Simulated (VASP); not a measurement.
# CdSe (zincblende type) (F-43m) in VASP: notebook, part 3 of 3

VASP 6.6.1. The steps go on from the part before.

## 4. Relaxation of cell and atoms, PBE, target pressure 27 GPa, at which the enthalpy is minimised

This run uses another cell than the first one, of 20.58 Å³/atom, 0.934 times its volume.

File INCAR:

```
PREC = Accurate ; ENCUT = 600
EDIFF = 1E-7 ; ISMEAR = -1
SIGMA = 0.05 ; LREAL = False
LASPH = True ; NELM = 100
ALGO = Normal ; ISIF = 3
LWAVE = False ; LCHARG = False
GGA = PE ; IBRION = 2
NSW = 60 ; EDIFFG = -0.005
PSTRESS = 270.0
```

File KPOINTS:

```
regular mesh
0
Gamma
  12 12 12
```

File POSCAR:

```
CdSe
1.0
    0.0000000000      2.7405757022      2.7405757022
    2.7405757022      0.0000000000      2.7405757022
    2.7405757022      2.7405757022      0.0000000000
Cd Se
1 1
Direct
    0.0000000000      0.0000000000      0.0000000000
    0.2500000000      0.2500000000      0.2500000000
```

Potentials or basis: VASP PAW PBE potentials, release 64 (Cd, Se).

On the command line:

```bash
cat potpaw_PBE.64/Cd/POTCAR potpaw_PBE.64/Se/POTCAR > POTCAR
mpirun -np 1 vasp_std > vasp.out
```

OUTCAR:

```text
PREC = Accurate
   ENCUT = 600
   EDIFF = 1E-7
   ISMEAR = -1
   LREAL = False
   LASPH = True
   NELM = 100
   ISIF = 3
   GGA = PE
   IBRION = 2
   NSW = 60
   EDIFFG = -0.005
   PSTRESS = 270.0

 ion  position               nearest neighbor table
   1  0.000  0.000  0.000-   2 2.37   2 2.37   2 2.37   2 2.37
   2  0.250  0.250  0.250-   1 2.37   1 2.37   1 2.37   1 2.37

  LATTYP: Found a face centered cubic cell.
 ALAT       =     5.4811514044

  Lattice vectors:

 A1 = (   0.0000000000,   2.7405757022,   2.7405757022)
 A2 = (   2.7405757022,   0.0000000000,   2.7405757022)
 A3 = (   2.7405757022,   2.7405757022,   0.0000000000)

Analysis of symmetry for initial positions (statically):
=====================================================================
 Subroutine PRICEL returns:
 Original cell was already a primitive cell.

 Routine SETGRP: Setting up the symmetry group for a
 face centered cubic supercell.

 Subroutine GETGRP returns: Found 24 space group operations
 (whereof 24 operations were pure point group operations)
 out of a pool of 48 trial point group operations.

The static configuration has the point symmetry T_d .

Analysis of symmetry for dynamics (positions and initial velocities):
=====================================================================
 Subroutine PRICEL returns:
 Original cell was already a primitive cell.

 Routine SETGRP: Setting up the symmetry group for a
 face centered cubic supercell.

 Subroutine GETGRP returns: Found 24 space group operations
 (whereof 24 operations were pure point group operations)
 out of a pool of 48 trial point group operations.

The dynamic configuration has the point symmetry T_d .

 Subroutine INISYM returns: Found 24 space group operations
 (whereof 24 operations are pure point group operations),
 and found     1 'primitive' translations

----------------------------------------------------------------------------------------

                                     Primitive cell

  volume of cell :      41.1676

  direct lattice vectors                    reciprocal lattice vectors
     0.000000000  2.740575702  2.740575702    -0.182443419  0.182443419  0.182443419
     2.740575702  0.000000000  2.740575702     0.182443419 -0.182443419  0.182443419
     2.740575702  2.740575702  0.000000000     0.182443419  0.182443419 -0.182443419

  length of vectors
     3.875759327  3.875759327  3.875759327     0.316001270  0.316001270  0.316001270

  position of ions in fractional coordinates (direct lattice)
     0.000000000  0.000000000  0.000000000
     0.250000000  0.250000000  0.250000000

  ion indices of the primitive-cell ions
   primitive index   ion index
                 1           1
                 2           2

----------------------------------------------------------------------------------------

 KPOINTS: regular mesh

Automatic generation of k-mesh.
 Grid dimensions read from file:
 generate k-points for:   12   12   12

 Generating k-lattice:

  Cartesian coordinates                     Fractional coordinates (reciprocal lattice)
    -0.015203618  0.015203618  0.015203618     0.083333333  0.000000000  0.000000000
     0.015203618 -0.015203618  0.015203618     0.000000000  0.083333333  0.000000000
[... 51 lines left out ...]
   ICHARG =      2    charge: 1-file 2-atom 10-const
   ISPIN  =      1    spin polarized calculation?
   LNONCOLLINEAR =      F non collinear calculations
   LSORBIT =      F    spin-orbit coupling
   LASPH  =      T    aspherical Exc in radial PAW
   ENCUT  =  600.0 eV  44.10 Ry    6.64 a.u.   7.74  7.74  7.74*2*pi/ulx,y,z
   NELM   =    100;   NELMIN=  2; NELMDL= -5     # of ELM steps
   EDIFF  = 0.1E-06   stopping-criterion for ELM
   LREAL  =      F    real-space projection
   EDIFFG = -.5E-02   stopping-criterion for IOM
   NSW    =     60    number of steps for IOM
   IBRION =      2    ionic relax: 0-MD 1-quasi-New 2-CG
   NFREE  =      1    steps in history (QN), initial steepest desc. (CG)
   ISIF   =      3    stress and relaxation
   ISYM   =      2    0-nonsym 1-usesym 2-fastsym
   POTIM  = 0.5000    time-step for ionic-motion
   TEBEG  =    0.0;   TEEND  =   0.0 temperature during run
   PSTRESS=  270.0 pullay stress
   NELECT =      18.0000    total number of electrons
   NUPDOWN=      -1.0000    fix difference up-down
   EMIN   =  10.00;   EMAX   =-10.00  energy-range for DOS
   EFERMI =   0.00;   METHOD = LEGACY
   ISMEAR =    -1;   SIGMA  =   0.05  broadening in eV -4-tet -1-fermi 0-gaus
   EFERMI_NEDOS =   21; number of points for ismear=-14 and -15
   IALGO  =     38    algorithm
   IMIX   =      4    mixing-type and parameters
     AMIX     =   0.40;   BMIX     =  1.00
     AMIX_MAG =   1.60;   BMIX_MAG =  1.00
  volume/ion in A,a.u.               =      20.58       138.91
  Fermi-wavevector in a.u.,A,eV,Ry     =   1.242550  2.348079 21.006449  1.543930
  Thomas-Fermi vector in A             =   2.376900
   LORBIT       =      0    0 simple, 1 ext, 2 COOP (PROOUT), +10 PAW based schemes
   GGA     = PE    functional components
   LHFCALC =     F    Hartree Fock is set to
   AEXX    =    0.0000 exact exchange contribution
   IVDW    =     0    specifies the selected vdW correction
   LEPSILON=     F    determine dielectric tensor
   LRPA    =     F    only Hartree local field effects (RPA)
 conjugate gradient relaxation of ions
 non-spin polarized calculation
  energy-cutoff  :      600.00
  volume of cell :       41.17
 maximum number of plane-waves:      1391
   NGX = 15   NGY = 15   NGZ = 15

--------------------------------------- Ionic step        1  -------------------------------------------

 number of electron      17.9999998 magnetization

 Free energy of the ion-electron system (eV)
  ---------------------------------------------------
  ext. energy  EPLUGINS =         0.00000000
  ---------------------------------------------------
  free energy    TOTEN  =        -3.86293905 eV

  energy without entropy =       -3.86293902  energy(sigma->0) =       -3.86293903

------------------------ aborting loop because EDIFF is reached ----------------------------------------

  FORCE on cell =-STRESS in cart. coord.  units (eV):
  Direction    XX          YY          ZZ          XY          YZ          ZX
  --------------------------------------------------------------------------------------
  -------------------------------------------------------------------------------------
  Total       10.2835080     10.2835080     10.2835080      0.0000000      0.0000000      0.0000000
  in kB      400.2178624    400.2178624    400.2178624      0.0000000      0.0000000      0.0000000
  external PRESSURE =     130.2178624 kB  Pullay stress =     270.0000000 kB
[... 25 lines left out ...]
--------------------------------------- Ionic step        2  -------------------------------------------

 number of electron      18.0000001 magnetization

 E-fermi :   2.0545     XC(G=0):  -9.2531

 val. band max:        1.6109035940   @ k =   0.0000   0.0000   0.0000
 cond. band min:       2.3843487595   @ k =   0.0000   0.0000   0.0000
 fundamental gap:      0.7734451656
 Fermi energy:         2.0545458594

 k-point     1 :       0.0000    0.0000    0.0000
  band No.  band energies     occupation
      1     -11.4670      2.00000
      2      -6.6315      2.00000
      3      -6.6315      2.00000
      4      -6.6315      2.00000
      5      -6.1635      2.00000
      6      -6.1635      2.00000
      7       1.6109      1.99972
      8       1.6109      1.99972
      9       1.6109      1.99972
     10       2.3843      0.00273
     11       7.5333      0.00000
     12       7.5333      0.00000
     13       7.5333      0.00000
[... 439 lines left out ...]
  energy  without entropy=       -4.5459669501  energy(sigma->0) =       -4.54596699

  enthalpy is  TOTEN    =         2.9544239710 eV   P V=        7.5003910037

[... ionic steps 4 to 13 ...]

--------------------------------------- Ionic step       14  -------------------------------------------

 number of electron      18.0000004 magnetization

------------------------ aborting loop because EDIFF is reached ----------------------------------------
[... 71 lines left out ...]
--------------------------------------- Ionic step       16  -------------------------------------------

 number of electron      18.0000004 magnetization

 Free energy of the ion-electron system (eV)
  ---------------------------------------------------
  ext. energy  EPLUGINS =         0.00000000
  ---------------------------------------------------
  free energy    TOTEN  =        -4.51528049 eV

  energy without entropy =       -4.51528042  energy(sigma->0) =       -4.51528045

 E-fermi :   3.7784     XC(G=0): -10.0218

 val. band max:        3.1915948458   @ k =   0.0000   0.0000   0.0000
 cond. band min:       4.2701079817   @ k =   0.0000   0.0000   0.0000
 fundamental gap:      1.0785131359
 Fermi energy:         3.7783826732

 k-point     1 :       0.0000    0.0000    0.0000
  band No.  band energies     occupation
      1     -11.0886      2.00000
      2      -5.9245      2.00000
      3      -5.9245      2.00000
      4      -5.9245      2.00000
      5      -5.2262      2.00000
      6      -5.2262      2.00000
      7       3.1916      1.99998
      8       3.1916      1.99998
      9       3.1916      1.99998
     10       4.2701      0.00011
     11       8.9956      0.00000
     12       8.9956      0.00000
     13       8.9956      0.00000
[... 401 lines left out ...]
  energy  without entropy=       -4.5152804157  energy(sigma->0) =       -4.51528045

  enthalpy is  TOTEN    =         2.9540463087 eV   P V=        7.4693268012

 reached required accuracy - stopping structural energy minimisation
```

OSZICAR:

```text
N       E                     dE             d eps       ncg     rms          rms(c)
DAV:   1     0.124529202795E+03    0.12453E+03   -0.10272E+04  1904   0.146E+03
DAV:   2     0.279964454749E+00   -0.12425E+03   -0.11879E+03  2082   0.322E+02
DAV:   3    -0.425050690127E+01   -0.45305E+01   -0.45211E+01  2252   0.642E+01
DAV:   4    -0.427033324533E+01   -0.19826E-01   -0.19825E-01  2007   0.421E+00
[... 110 lines left out ...]
DAV:   2    -0.451528673131E+01    0.37161E-04   -0.92664E-05  2057   0.180E-01    0.197E-02
DAV:   3    -0.451528225243E+01    0.44789E-05   -0.95151E-06  2037   0.401E-02    0.164E-02
DAV:   4    -0.451528070726E+01    0.15452E-05   -0.11946E-06  1947   0.117E-02    0.196E-03
DAV:   5    -0.451528056026E+01    0.14700E-06   -0.21386E-07  1524   0.861E-03    0.140E-03
DAV:   6    -0.451528049248E+01    0.67779E-07   -0.40961E-08   936   0.288E-03
  16 F= 0.29540463E+01 E0= 0.29540463E+01  d E =-.182523E-04
```

CONTCAR:

```text
CdSe
   1.00000000000000
    -0.0000000000000000    2.8088772542700662    2.8088772542700662
     2.8088772542700662    0.0000000000000000    2.8088772542700662
     2.8088772542700662    2.8088772542700662    0.0000000000000000
  Cd              Se
     1     1
Direct
     0.0000000000000000    0.0000000000000000    0.0000000000000000
     0.2500000000000000    0.2500000000000000    0.2500000000000000

  0.00000000E+00  0.00000000E+00  0.00000000E+00
  0.00000000E+00  0.00000000E+00  0.00000000E+00
```

Wall time 2.4 min (1 thread of AMD EPYC 9R45 (Zen 5), shared host); peak memory 0.19 GiB.

What came out:

- Free energy: -4.5153 eV
- Relaxed volume: 22.16 Å³/atom
- Relaxed cell: a = 3.972 Å, b = 3.972 Å, c = 3.972 Å, α = 60.00°, β = 60.00°, γ = 60.00°
- Space group after relaxing (to 0.05 Å): F-43m (No. 216)
- Energy change on relaxing (the enthalpy is what falls): -326.2 meV/atom
- Ionic steps: 16
- Pressure after relaxing: 27.0 GPa
- Band gap on the k mesh: 1.08 eV, direct

Step by step:
| step | energy change (eV) | largest force (eV/Å) | pressure (GPa) | volume (Å³) |
| --- | --- | --- | --- | --- |
| 1 | 0.0000 | 0.0000 | 40.02 | 41.17 |
| 2 | -1.4480 | 0.0000 | 8.73 | 51.96 |
| 3 | -0.6830 | 0.0000 | 26.36 | 44.51 |
| 4 | -0.6544 | 0.0000 | 26.96 | 44.34 |
| 5 | -0.6434 | 0.0000 | 27.18 | 44.27 |
| 6 | -0.6438 | 0.0000 | 27.17 | 44.27 |
| 7 | -0.6448 | 0.0000 | 27.15 | 44.28 |
| 8 | -0.6448 | 0.0000 | 27.15 | 44.28 |
| 9 | -0.6448 | 0.0000 | 27.15 | 44.28 |
| 10 | -0.6449 | 0.0000 | 27.15 | 44.28 |
| 11 | -0.6450 | 0.0000 | 27.15 | 44.28 |
| 12 | -0.6453 | 0.0000 | 27.14 | 44.28 |
| 13 | -0.6457 | 0.0000 | 27.13 | 44.28 |
| 14 | -0.6467 | 0.0000 | 27.11 | 44.29 |
| 15 | -0.6486 | 0.0000 | 27.07 | 44.30 |
| 16 | -0.6523 | 0.0000 | 26.99 | 44.32 |

Final structure:
```
Cd Se
1.0
     0.00000    2.80888    2.80888
     2.80888    0.00000    2.80888
     2.80888    2.80888    0.00000
Cd Se
1 1
Direct
  0.00000 0.00000 0.00000
  0.25000 0.25000 0.25000
```

Levels at points of the mesh, in eV from the valence-band top:
```tsv
k point	band 7	band 8	band 9	band 10	band 11	band 12
(0.00, 0.00, 0.00)	0.00	0.00	0.00	1.08	5.80	5.80
(0.50, 0.00, 0.00)	-6.06	-1.17	-1.17	2.61	6.37	6.37
(0.50, 0.50, 0.00)	-5.31	-2.84	-2.84	2.58	3.76	10.44
```

Caveat: the cell is relaxed towards a set pressure, so the enthalpy falls and the energy may rise.
